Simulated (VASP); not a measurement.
# Sr in VASP: further runs

Runs on Sr. Level: PBEsol. Tasks: single point.

Program: VASP 6.6.1. These are calculated values, not measurements. Logs are shortened: lines on timing, memory, paths and dates and some standing lists are left out, and cuts for length are marked.

**1. The cell of the first run**

Symmetry: I4/mmm, No. 139, tetragonal system. The conventional cell has a = 4.225 Å, b = 4.225 Å, c = 5.834 Å, α = 90.00°, β = 90.00°, γ = 90.00°. Sr (site symmetry 4/mmm) has 12 Sr at 4.18 to 4.22 Å within 5.5 Å.

**2. Single point, PBEsol (biaxial strain in the a-b plane: +1.0 %, then relaxed in part)**

INCAR reads:

```
PREC = Accurate
ENCUT = 520
EDIFF = 1E-7
ISMEAR = 0
SIGMA = 0.1
LREAL = False
LASPH = True
NELM = 80
ALGO = Fast
ISIF = 2
LWAVE = False
LCHARG = False
GGA = PS
NBANDS = 17
```

KPOINTS reads:

```
regular mesh
0
Gamma
  12 12 10
```

POSCAR reads:

```
Sr
1.0
    2.9874985931      2.9874985931      0.0000000000
   -2.9874985931      2.9874985931      0.0000000000
    0.0000000000      0.0000000000      5.8339454965
Sr
2
Direct
    0.0000000000      0.0000000000      0.0000000000
    0.5000000000      0.5000000000      0.5000000000
```

Potentials or basis: VASP PAW PBE potentials, release 64 (Sr_sv).

The run is started by

```console
$ cat potpaw_PBE.64/Sr_sv/POTCAR > POTCAR
$ mpirun -np 1 vasp_std > vasp.out
```

OUTCAR:

```text
PREC = Accurate
   ENCUT = 520
   EDIFF = 1E-7
   ISMEAR = 0
   LREAL = False
   LASPH = True
   NELM = 80
   ISIF = 2
   GGA = PS

 ion  position               nearest neighbor table
   1  0.000  0.000  0.000-   2 4.18   2 4.18   2 4.18   2 4.18   2 4.18   2 4.18   2 4.18   2 4.18

   2  0.500  0.500  0.500-   1 4.18   1 4.18   1 4.18   1 4.18   1 4.18   1 4.18   1 4.18   1 4.18

  LATTYP: Found a simple tetragonal cell.
 ALAT       =     4.2249610279
 C/A-ratio  =     1.3808282391

  Lattice vectors:

 A1 = (   2.9874985931,   2.9874985931,   0.0000000000)
 A2 = (  -2.9874985931,   2.9874985931,   0.0000000000)
 A3 = (   0.0000000000,   0.0000000000,   5.8339454965)

Analysis of symmetry for initial positions (statically):
=====================================================================
 Subroutine PRICEL returns following result:

  LATTYP: Found a body centered tetragonal cell.
 ALAT       =     4.2249610279
 C/A-ratio  =     1.3808282391

  Lattice vectors:

 A1 = (   0.0000000000,  -2.9874985931,  -2.9169727483)
 A2 = (   0.0000000000,   2.9874985931,  -2.9169727482)
 A3 = (   2.9874985931,   0.0000000000,   2.9169727483)

   2 primitive cells build up your supercell.

 Routine SETGRP: Setting up the symmetry group for a
 simple tetragonal supercell.

 Subroutine GETGRP returns: Found 16 space group operations
 (whereof 16 operations were pure point group operations)
 out of a pool of 16 trial point group operations.

The static configuration has the point symmetry D_4h.

Analysis of symmetry for dynamics (positions and initial velocities):
=====================================================================
 Subroutine PRICEL returns following result:

  LATTYP: Found a body centered tetragonal cell.
 ALAT       =     4.2249610279
 C/A-ratio  =     1.3808282391

  Lattice vectors:

 A1 = (   0.0000000000,  -2.9874985931,  -2.9169727483)
 A2 = (   0.0000000000,   2.9874985931,  -2.9169727482)
 A3 = (   2.9874985931,   0.0000000000,   2.9169727483)

   2 primitive cells build up your supercell.

 Routine SETGRP: Setting up the symmetry group for a
 simple tetragonal supercell.

 Subroutine GETGRP returns: Found 16 space group operations
 (whereof 16 operations were pure point group operations)
 out of a pool of 16 trial point group operations.

The dynamic configuration has the point symmetry D_4h.

 Subroutine INISYM returns: Found 16 space group operations
 (whereof 16 operations are pure point group operations),
 and found     2 'primitive' translations

----------------------------------------------------------------------------------------

                                     Primitive cell

  volume of cell :      52.0688

  direct lattice vectors                    reciprocal lattice vectors
     0.000000000 -2.987498593 -2.916972748     0.167364096 -0.167364096 -0.171410583
     0.000000000  2.987498593 -2.916972748     0.167364096  0.167364096 -0.171410583
     2.987498593  0.000000000  2.916972748     0.334728191  0.000000000  0.000000000

  length of vectors
     4.175389546  4.175389546  4.175389546     0.292238035  0.292238035  0.334728191

  position of ions in fractional coordinates (direct lattice)
     0.000000000  0.000000000  0.000000000

  ion indices of the primitive-cell ions
   primitive index   ion index
                 1           1

----------------------------------------------------------------------------------------

 KPOINTS: regular mesh

Automatic generation of k-mesh.
 Grid dimensions read from file:
 generate k-points for:   12   12   10

 Generating k-lattice:

  Cartesian coordinates                     Fractional coordinates (reciprocal lattice)
     0.013947008  0.013947008  0.000000000     0.083333333  0.000000000  0.000000000
    -0.013947008  0.013947008  0.000000000     0.000000000  0.083333333  0.000000000
     0.000000000  0.000000000  0.017141058     0.000000000  0.000000000  0.100000000

  Length of vectors
     0.019724048  0.019724048  0.017141058

  Shift w.r.t. Gamma in fractional coordinates (k-lattice)
     0.000000000  0.000000000  0.000000000

 Subroutine IBZKPT returns following result:
 ===========================================

 Found    168 irreducible k-points:

 Following reciprocal coordinates:
            Coordinates               Weight
  0.000000  0.000000  0.000000      1.000000
  0.083333  0.000000  0.000000      4.000000
  0.166667  0.000000  0.000000      4.000000
  0.250000  0.000000  0.000000      4.000000
  0.333333  0.000000  0.000000      4.000000
  0.416667  0.000000  0.000000      4.000000
[... 16 lines left out ...]
  0.333333  0.333333  0.000000      4.000000
  0.416667  0.333333  0.000000      8.000000
 [... further k-points ...]
   k-points           NKPTS =    168   k-points in BZ     NKDIM =    168   number of bands    NBANDS=     17
   number of dos      NEDOS =    301   number of ions     NIONS =      2
   total plane-waves  NPLWV =  49152
[... 38 lines left out ...]
  Thomas-Fermi vector in A             =   2.072343
   LORBIT       =      0    0 simple, 1 ext, 2 COOP (PROOUT), +10 PAW based schemes
   GGA     = PS    functional components
   LHFCALC =     F    Hartree Fock is set to
   AEXX    =    0.0000 exact exchange contribution
   IVDW    =     0    specifies the selected vdW correction
   LEPSILON=     F    determine dielectric tensor
   LRPA    =     F    only Hartree local field effects (RPA)
 non-spin polarized calculation
 RMM-DIIS sequential band-by-band and
 Gauss-broadening in eV      SIGMA  =   0.10
  energy-cutoff  :      520.00
  volume of cell :      104.14
 maximum number of plane-waves:      2832
 NGX is ok and might be reduce to    32

 number of electron      20.0000000 magnetization

 Free energy of the ion-electron system (eV)
  ---------------------------------------------------
  ext. energy  EPLUGINS =         0.00000000
  ---------------------------------------------------
  free energy    TOTEN  =        -3.68582994 eV

  energy without entropy =       -3.67492230  energy(sigma->0) =       -3.68037612

 E-fermi :   1.7010     XC(G=0):  -7.6028

 val. band max:        1.6994278479   @ k =   0.3333   0.2500   0.2000
 cond. band min:       1.7024680181   @ k =   0.2500   0.2500   0.1000
 fundamental gap:      0.0030401702
 Fermi energy:         1.7009814425

 k-point     1 :       0.0000    0.0000    0.0000
  band No.  band energies     occupation
      1     -34.7486      2.00000
      2     -34.7230      2.00000
      3     -16.8654      2.00000
      4     -16.7340      2.00000
      5     -16.7340      2.00000
      6     -16.6401      2.00000
[... 9 lines left out ...]
     16       5.5294      0.00000
     17       5.7380      0.00000

 k-point     2 :       0.0833    0.0000    0.0000
  band No.  band energies     occupation
      1     -34.7478      2.00000
      2     -34.7231      2.00000
      3     -16.8608      2.00000
      4     -16.7405      2.00000
      5     -16.7318      2.00000
      6     -16.6500      2.00000
[... 9 lines left out ...]
     16       5.4369      0.00000
     17       5.7167      0.00000

 k-point     3 :       0.1667    0.0000    0.0000
  band No.  band energies     occupation
      1     -34.7455      2.00000
      2     -34.7233      2.00000
      3     -16.8475      2.00000
      4     -16.7578      2.00000
      5     -16.7253      2.00000
      6     -16.6772      2.00000
[... 9 lines left out ...]
     16       5.2085      0.00000
     17       5.6579      0.00000

 k-point     4 :       0.2500    0.0000    0.0000
  band No.  band energies     occupation
      1     -34.7421      2.00000
      2     -34.7240      2.00000
      3     -16.8266      2.00000
      4     -16.7803      2.00000
      5     -16.7154      2.00000
      6     -16.7151      2.00000
[... 9 lines left out ...]
     16       4.9403      0.00000
     17       5.1893      0.00000
[... 343 lines left out ...]
      1     -34.7276      2.00000
      2     -34.7276      2.00000
      3     -16.8292      2.00000
      4     -16.8292      2.00000
      5     -16.7339      2.00000
      6     -16.7339      2.00000
[... 9 lines left out ...]
     16       5.0998      0.00000
     17       5.9174      0.00000

 k-point    23 :       0.3333    0.3333    0.0000
  band No.  band energies     occupation
      1     -34.7308      2.00000
      2     -34.7244      2.00000
      3     -16.8336      2.00000
      4     -16.8128      2.00000
      5     -16.7625      2.00000
      6     -16.7238      2.00000
[... 9 lines left out ...]
     16       5.4274      0.00000
     17       5.4485      0.00000

 k-point    24 :       0.4167    0.3333    0.0000
  band No.  band energies     occupation
      1     -34.7282      2.00000
      2     -34.7249      2.00000
      3     -16.8451      2.00000
      4     -16.8345      2.00000
      5     -16.7464      2.00000
      6     -16.7197      2.00000
[... 9 lines left out ...]
     16       5.6713      0.00000
     17       5.8429      0.00000

 [... further k-points ...]

------------------------ aborting loop because EDIFF is reached ----------------------------------------

  FORCE on cell =-STRESS in cart. coord.  units (eV):
  Direction    XX          YY          ZZ          XY          YZ          ZX
  --------------------------------------------------------------------------------------
  -------------------------------------------------------------------------------------
  Total       -0.0411204     -0.0411204      0.0075578      0.0000000     -0.0000000     -0.0000000
  in kB       -0.6326450     -0.6326450      0.1162783      0.0000000     -0.0000000     -0.0000000
  external PRESSURE =      -0.3830039 kB  Pullay stress =       0.0000000 kB

 VOLUME and BASIS-vectors are now :
 -----------------------------------------------------------------------------
  energy-cutoff  :      520.00
  volume of cell :      104.14
      direct lattice vectors                 reciprocal lattice vectors
     2.987498593  2.987498593  0.000000000     0.167364096  0.167364096  0.000000000
    -2.987498593  2.987498593  0.000000000    -0.167364096  0.167364096  0.000000000
     0.000000000  0.000000000  5.833945497     0.000000000  0.000000000  0.171410583

 POSITION                                       TOTAL-FORCE (eV/Angst)
 -----------------------------------------------------------------------------------
      0.00000      0.00000      0.00000        -0.000000      0.000000     -0.000000
      0.00000      2.98750      2.91697         0.000000     -0.000000      0.000000
 -----------------------------------------------------------------------------------
    total drift:                               -0.000000      0.000000     -0.000000

  FREE ENERGIE OF THE ION-ELECTRON SYSTEM (eV)
  ---------------------------------------------------
  free  energy   TOTEN  =        -3.6858299427 eV

  energy  without entropy=       -3.6749222982  energy(sigma->0) =       -3.68037612
```

Wall time 3.5 min (1 thread of AMD EPYC 9R45 (Zen 5), shared host); peak memory 0.36 GiB.

What came out:

| Item | Value |
| --- | --- |
| Free energy | -3.6858 eV |
| Pressure | 0.0 GPa |
| Band gap on the k mesh | zero (bands 10 and 11 overlap by 0.03 eV) |

Levels at points of the mesh, in eV from the Fermi level:
| k point | band 8 | band 9 | band 10 | band 11 | band 12 | band 13 |
| --- | --- | --- | --- | --- | --- | --- |
| (0.00, 0.00, 0.00) | -18.34 | -3.76 | -0.68 | 0.23 | 1.31 | 2.33 |
| (0.50, 0.00, 0.00) | -18.38 | -1.40 | -1.40 | 0.91 | 0.91 | 1.23 |
| (0.50, 0.50, 0.00) | -18.42 | -0.74 | -0.74 | 0.29 | 0.29 | 1.09 |
| (0.00, 0.00, 0.50) | -18.39 | -2.42 | -2.42 | 1.08 | 1.08 | 2.25 |
| (0.50, 0.00, 0.50) | -18.37 | -1.18 | -1.18 | 0.13 | 0.13 | 2.12 |
| (0.50, 0.50, 0.50) | -18.43 | 0.04 | 0.04 | 0.61 | 0.61 | 0.61 |

Caveat: the cell differs from its parent crystal (biaxial strain in the a-b plane: +1.0 %, then relaxed in part); the PAW data sets were made with another functional, which shifts forces and pressure a little.

**3. Single point, PBEsol (biaxial strain in the a-b plane: +1.0 %)**

INCAR reads:

```
PREC = Accurate
ENCUT = 520
EDIFF = 1E-6
ISMEAR = 0
SIGMA = 0.1
LREAL = False
LASPH = True
NELM = 80
ALGO = Fast
ISIF = 2
LWAVE = False
LCHARG = True
GGA = PS
LELF = True
LVHAR = True
NBANDS = 17
```

KPOINTS reads:

```
Automatic mesh
0
Gamma
  12 12 10
```

POSCAR, as its differences from that of step 2:

```diff
@@ -4,3 +4,3 @@
    -2.9874985931      2.9874985931      0.0000000000
-    0.0000000000      0.0000000000      5.8339454965
+    0.0000000000      0.0000000000      5.8803437654
 Sr
```

Potentials or basis: VASP PAW PBE potentials, release 64 (Sr_sv).

The run is started by

```console
$ cat potpaw_PBE.64/Sr_sv/POTCAR > POTCAR
$ mpirun -np 1 vasp_std > vasp.out
```

It took 2.5 min on 1 thread of AMD EPYC 9R45 (Zen 5), shared host; peak memory 0.36 GiB.

The run converged. Its results:

* Free energy: -3.6856 eV
* Pressure: -0.1 GPa
* Band gap on the k mesh: zero (bands 10 and 11 overlap by 0.03 eV)

Levels at points of the mesh, in eV from the Fermi level:
```csv
k point,band 7,band 8,band 9,band 10,band 11,band 12,band 13,band 14
"(0.00, 0.00, 0.00)",-18.36,-18.35,-3.75,-0.69,0.25,1.24,2.34,2.34
"(0.50, 0.00, 0.00)",-18.39,-18.39,-1.39,-1.39,0.89,0.89,1.22,1.22
"(0.50, 0.50, 0.00)",-18.44,-18.44,-0.73,-0.73,0.29,0.29,1.10,1.10
"(0.00, 0.00, 0.50)",-18.40,-18.40,-2.42,-2.42,1.08,1.08,2.21,2.21
"(0.50, 0.00, 0.50)",-18.38,-18.38,-1.18,-1.18,0.12,0.12,2.14,2.14
"(0.50, 0.50, 0.50)",-18.44,-18.44,0.04,0.04,0.62,0.62,0.62,0.62
```

Caveat: the cell differs from its parent crystal (biaxial strain in the a-b plane: +1.0 %); the PAW data sets were made with another functional, which shifts forces and pressure a little.

**4. Single point, PBEsol (strain along c alone, the other axes held: +3.0 %)**

INCAR reads:

```
  PREC = Accurate
  ENCUT = 520
  EDIFF = 1E-6
  ISMEAR = 0
  SIGMA = 0.1
  LREAL = False
  LASPH = True
  NELM = 80
  ALGO = Fast
  ISIF = 2
  LWAVE = False
  LCHARG = True
  GGA = PS
  LELF = True
  LVHAR = True
  NBANDS = 17
```

KPOINTS reads:

```
regular mesh
0
Gamma
  12 12 10
```

POSCAR reads:

```
Sr
1.0
    2.9579193978      2.9579193978      0.0000000000
   -2.9579193978      2.9579193978      0.0000000000
    0.0000000000      0.0000000000      6.0933139595
Sr
2
Direct
    0.0000000000      0.0000000000      0.0000000000
    0.5000000000      0.5000000000      0.5000000000
```

The run is started by

```console
$ cat potpaw_PBE.64/Sr_sv/POTCAR > POTCAR
$ mpirun -np 1 vasp_std > vasp.out
```

Wall time 2.6 min (1 thread of Intel Xeon Platinum 8259CL at 2.50GHz (Skylake/Cascade Lake), shared host); peak memory 0.4 GiB.

The run converged. Its results:

```yaml
Free_energy: -3.6820 eV
Pressure: -0.3 GPa
Band_gap_on_the_k_mesh: zero (bands 10 and 11 overlap by 0.05 eV)
```

Stress tensor (GPa, compression positive):
```
-0.26  0.00  0.00
 0.00 -0.26  0.00
 0.00  0.00 -0.45
```

Levels at points of the mesh, in eV from the Fermi level:
```tsv
k point	band 8	band 9	band 10	band 11	band 12	band 13
(0.00, 0.00, 0.00)	-18.39	-3.72	-0.75	0.34	0.94	2.24
(0.50, 0.00, 0.00)	-18.41	-1.34	-1.34	0.75	0.75	1.20
(0.50, 0.50, 0.00)	-18.47	-0.67	-0.67	0.27	0.27	1.20
(0.00, 0.00, 0.50)	-18.43	-2.49	-2.49	1.08	1.08	2.00
(0.50, 0.00, 0.50)	-18.41	-1.17	-1.17	0.10	0.10	2.09
(0.50, 0.50, 0.50)	-18.47	0.01	0.01	0.66	0.66	0.66
```

Caveat: the cell differs from its parent crystal (strain along c alone, the other axes held: +3.0 %); the PAW data sets were made with another functional, which shifts forces and pressure a little.

**5. Single point, PBEsol**

This run uses another cell than the first one: it holds 1 atom, not 2.

INCAR reads:

```
SYSTEM = Sr
ALGO = Normal
EDIFF = 1E-6
ENCUT = 500
GGA = PS
GGA_COMPAT = .FALSE.
ISIF = 2
ISMEAR = 0
LASPH = .TRUE.
LCHARG = .TRUE.
LELF = .TRUE.
LREAL = .FALSE.
LVHAR = .TRUE.
LWAVE = .FALSE.
NBANDS = 11
NELM = 120
PREC = Accurate
SIGMA = 0.1
```

KPOINTS reads:

```
k-points
0
G
  6 6 6
  0 0 0
```

POSCAR reads:

```
Sr
1.0
    0.0000000000      3.0423500000      3.0423500000
    3.0423500000      0.0000000000      3.0423500000
    3.0423500000      3.0423500000      0.0000000000
Sr
1
Direct
    0.0000000000      0.0000000000      0.0000000000
```

The run is started by

```console
$ cat potpaw_PBE.64/Sr_sv/POTCAR > POTCAR
$ mpirun -np 1 vasp_std > vasp.out
```

Wall time 6 s (1 thread of AMD EPYC 9R45 (Zen 5), shared host); peak memory 0.14 GiB.

Results (log left out):

| Property | Result |
| --- | --- |
| Free energy | -1.8088 eV |
| Pressure | -0.9 GPa |

Levels at points of the mesh, in eV from the Fermi level:
| k point | band 1 | band 2 | band 3 | band 4 | band 5 | band 6 | band 7 | band 8 | band 9 | band 10 |
| --- | --- | --- | --- | --- | --- | --- | --- | --- | --- | --- |
| (0.00, 0.00, 0.00) | -36.57 | -18.48 | -18.48 | -18.48 | -3.62 | 2.32 | 2.32 | 2.32 | 3.75 | 3.75 |
| (0.50, 0.00, 0.00) | -36.56 | -18.66 | -18.50 | -18.50 | -1.12 | 0.05 | 2.17 | 2.17 | 4.77 | 4.77 |
| (0.50, 0.50, 0.00) | -36.55 | -18.65 | -18.54 | -18.54 | -0.61 | 0.36 | 1.01 | 4.78 | 5.07 | 5.07 |

Caveat: the PAW data sets were made with another functional, which shifts forces and pressure a little.

**6. Single point, PBEsol (the cell strained at random)**

INCAR reads:

```
ALGO = Fast
EDIFF = 1E-6
ENCUT = 520
GGA = PS
ISIF = 2
ISMEAR = 0
LASPH = T
LCHARG = T
LELF = T
LREAL = F
LVHAR = T
LWAVE = F
NBANDS = 11
NELM = 60
PREC = Accurate
SIGMA = 0.05
```

KPOINTS reads:

```
k-points
0
Gamma
  10 10 10
```

POSCAR reads:

```
Sr
1.0
    0.0032248910      3.0019780155      2.9776696390
    2.9518705110      0.0173413950      2.9635531350
    2.9224814100      2.9584724105      0.0467304960
Sr
1
Direct
    0.0000000000      0.0000000000      0.0000000000
```

Potentials or basis: VASP PAW PBE potentials, release 64 (Sr_sv).

The run is started by

```console
$ cat potpaw_PBE.64/Sr_sv/POTCAR > POTCAR
$ mpirun -np 1 vasp_std > vasp.out
```

It took 1.9 min on 1 thread of Intel Xeon Platinum 8559C (Emerald Rapids), shared host; peak memory 0.4 GiB.

It converged, with:

```
Free energy            : -1.8386 eV
Pressure               : 0.1 GPa
Band gap on the k mesh : zero (bands 5 and 6 overlap by 0.09 eV)
```

Stress tensor (GPa, compression positive):
```
 0.10  0.10 -0.12
 0.10  0.06 -0.23
-0.12 -0.23  0.09
```

Levels at points of the mesh, in eV from the Fermi level:
```tsv
k point	band 3	band 4	band 5	band 6	band 7	band 8
(0.00, 0.00, 0.00)	-18.32	-18.32	-3.79	2.27	2.36	2.50
(0.50, 0.00, 0.00)	-18.36	-18.35	-1.23	0.10	2.17	2.28
(0.00, 0.50, 0.00)	-18.36	-18.35	-1.20	0.14	2.07	2.34
(0.50, 0.50, 0.00)	-18.42	-18.41	-0.75	0.24	1.20	5.09
(0.00, 0.00, 0.50)	-18.36	-18.36	-1.15	0.22	2.10	2.23
(0.50, 0.00, 0.50)	-18.41	-18.41	-0.77	0.26	1.12	5.10
(0.00, 0.50, 0.50)	-18.42	-18.41	-0.74	0.23	1.23	5.10
(0.50, 0.50, 0.50)	-18.36	-18.35	-1.24	0.09	2.14	2.32
```

Caveat: the cell differs from its parent crystal (the cell strained at random); the PAW data sets were made with another functional, which shifts forces and pressure a little.

**7. Summary**

```tsv
cell	k mesh	cutoff (eV)	smearing	gap on the mesh (eV)	pressure (GPa)
a = 4.225, b = 4.225, c = 5.834 Å, 2 atoms, atomic positions A	12 × 12 × 10	520	gaussian 0.1 eV	none	0.0
a = 4.225, b = 4.225, c = 5.880 Å, 2 atoms, atomic positions A	12 × 12 × 10	520	gaussian 0.1 eV	none	-0.1
a = 4.183, b = 4.183, c = 6.093 Å, 2 atoms, atomic positions A	12 × 12 × 10	520	gaussian 0.1 eV	none	-0.3
a = 4.303 Å, angles 60.0°, 1 atom, atomic positions B	6 × 6 × 6	500	gaussian 0.1 eV	-	-0.9
a = 4.228, b = 4.183, c = 4.159 Å, angles 59.5, 59.1, 59.8°, 1 atom, atomic positions B	10 × 10 × 10	520	gaussian 0.05 eV	none	0.1
```

Alike in all rows: task single point; level PBEsol; potentials or basis VASP PAW PBE potentials, release 64 (Sr_sv); no spin polarisation.

Caveats: the PAW data sets were made with another functional, which shifts forces and pressure a little.

Absolute energies hang on the potentials; compare differences alone.
